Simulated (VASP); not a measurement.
Sc5Al11N16 (wurtzite Al11Sc5N16), 32 atoms in the cell. It takes space group Cm (No. 8, monoclinic). The conventional cell has a = 11.350 Å, b = 6.511 Å, c = 10.200 Å, α = 90.00°, β = 90.04°, γ = 90.00°. Al (site symmetry m) has 4 N at 1.90 to 1.99 Å within 2.5 Å. Al (site symmetry 1) has 4 N at 1.92 to 1.99 Å within 2.6 Å. Al (site symmetry 1) has 4 N at 1.90 to 1.97 Å within 2.5 Å. Al (site symmetry m) has 4 N at 1.87 to 1.93 Å within 2.5 Å. Al (site symmetry m) has 4 N at 1.89 to 1.98 Å within 2.5 Å. Within 2.5 Å of Al (site symmetry m) lie 4 N at 1.89 to 1.96 Å. Within 2.5 Å of Al (site symmetry m) lie 4 N at 1.90 to 1.94 Å. Within 2.5 Å of Al (site symmetry m) lie 4 N at 1.87 to 1.93 Å. 

* Program: VASP 6.6.1
* Task: single point
* Functional: PBE
* Potentials or basis: VASP PAW PBE potentials, release 64 (Al, Sc_sv, N)
* Cutoff: 520 eV
* k mesh: 4 × 4 × 3
* Occupations: gaussian, width 0.01 eV
* Spin: no spin polarisation
* Dipole correction: no
* Further INCAR settings: LREAL = Auto; ALGO = Normal; EDIFF = 1e-06; NBANDS = 106

Potentials or basis: VASP PAW PBE potentials, release 64 (Al, Sc_sv, N).

Launch:

```sh
$ cat potpaw_PBE.64/Al/POTCAR potpaw_PBE.64/Sc_sv/POTCAR potpaw_PBE.64/N/POTCAR > POTCAR
$ mpirun -np 1 vasp_std > vasp.out
```

Hardware: 1 thread of Intel Xeon 6975P-C, on a shared host.

Problem. How long does it take, and how much memory?

Solution. Wall time 34 min on 1 thread of Intel Xeon 6975P-C, with other jobs on the host, peak memory 0.71 GiB. Counts: scf iterations 17, k points 17.
